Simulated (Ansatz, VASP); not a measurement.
# CaF: VASP beside Ansatz

```
Ca F
1.0
     0.00000    2.80792    2.80792
     2.80792    0.00000    2.80792
     2.80792    2.80792    0.00000
Ca F
1 1
Direct
  0.25000 0.25000 0.25000
  0.00000 0.00000 0.00000
```

Alike in both runs: functional PBE; k mesh 18 × 18 × 18; occupations gaussian, width 0.1 eV; no spin polarisation.

Ansatz relaxed the structure, and its values are those at the end. VASP's run is a single point on that final structure, the one shown.

|  | VASP | Ansatz |
| --- | --- | --- |
| version | VASP 6.6.1 | Ansatz 0.2.0 |
| potentials or method | VASP PAW PBE potentials, release 64 (Ca_sv, F), cutoff 520 eV | scalar-relativistic, plane waves, PAW |
| valence electrons in the cell | 17 | 17 |

|  | VASP | Ansatz | Ansatz less VASP |
| --- | --- | --- | --- |
| gap on the k mesh at the Fermi level (eV) | none | none | - |
| pressure (GPa) | 0.0 | 0.0 | -0.05 |

A gap of «none» marks a metal or a gap that the smearing closes. With one functional, cell and mesh, what is left measures potentials, basis and numerics.
